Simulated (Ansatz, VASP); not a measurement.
Two plane-wave programs on AlN

File INCAR:

```
SYSTEM = AlN
ALGO = Normal
EDIFF = 1E-6
ENCUT = 520
GGA = PE
ISIF = 2
ISMEAR = 0
LASPH = .TRUE.
LCHARG = .FALSE.
LREAL = .FALSE.
LWAVE = .FALSE.
NBANDS = 26
NELM = 80
PREC = Accurate
SIGMA = 0.05
```

KPOINTS

```
k-points
0
G
  8 8 3
  0 0 0
```

The input POSCAR:

```
AlN
1.0
   -3.1110021516      0.0000000000      0.0000000000
   -1.5555010758     -2.6942068945      0.0000000000
    0.0000000000      0.0000000000     14.4560000000
Al N
4 4
Direct
    0.3333333333      0.3333333333      0.6224221776
    0.3333333333      0.3333333333      0.2780668926
    0.6666666667      0.6666666667      0.1058892501
    0.6666666667      0.6666666667      0.4502445351
    0.3333333333      0.3333333333      0.0662883924
    0.3333333333      0.3333333333      0.4106436774
    0.6666666667      0.6666666667      0.2384660349
    0.6666666667      0.6666666667      0.5828213199
```

Input for Ansatz:

```yaml
crystal:
  lattice:
    - [-3.1110021516, 0.0, 0.0]
    - [-1.5555010758, -2.6942068945, 0.0]
    - [0.0, 0.0, 14.456]
  atoms:
    - { symbol: Al, position: [0.3333333333, 0.3333333333, 0.6224221776] }
    - { symbol: Al, position: [0.3333333333, 0.3333333333, 0.2780668926] }
    - { symbol: Al, position: [0.6666666667, 0.6666666667, 0.1058892501] }
    - { symbol: Al, position: [0.6666666667, 0.6666666667, 0.4502445351] }
    - { symbol: "N", position: [0.3333333333, 0.3333333333, 0.0662883924] }
    - { symbol: "N", position: [0.3333333333, 0.3333333333, 0.4106436774] }
    - { symbol: "N", position: [0.6666666667, 0.6666666667, 0.2384660349] }
    - { symbol: "N", position: [0.6666666667, 0.6666666667, 0.5828213199] }
basis:
  ecutwfc: 420
kpoints:
  mp_grid: { grid: [8, 8, 3] }
hamiltonian:
  xc: pbe
scf:
  occupations: { method: gaussian, width: 0.05 }
output:
  forces: true
  stress: true
  eigenvalues: true
```

Alike in both runs: task single point; functional PBE; k mesh 8 × 8 × 3; occupations gaussian, width 0.05 eV; no spin polarisation.

|  | VASP | Ansatz |
| --- | --- | --- |
| version | VASP 6.6.1 | Ansatz 0.2.0 |
| potentials or method | VASP PAW PBE potentials, release 64 (Al, N), cutoff 520 eV | scalar-relativistic, plane waves, PAW |
| valence electrons in the cell | 32 | 32 |

|  | VASP | Ansatz | Ansatz less VASP |
| --- | --- | --- | --- |
| gap on the k mesh at the Fermi level (eV) | none | none | - |
| pressure (GPa) | 1.5 | 1.7 | +0.17 |
| traceless stress, the component that is largest in VASP (GPa) | 0.07 | 0.10 | +0.029 |
| rms of the force components (eV/Å) | 0.703 | 0.705 | +0.0016 |

Atom by atom the forces differ by 0.005 eV/Å (rms over components). A gap of «none» marks a metal or a gap that the smearing closes.
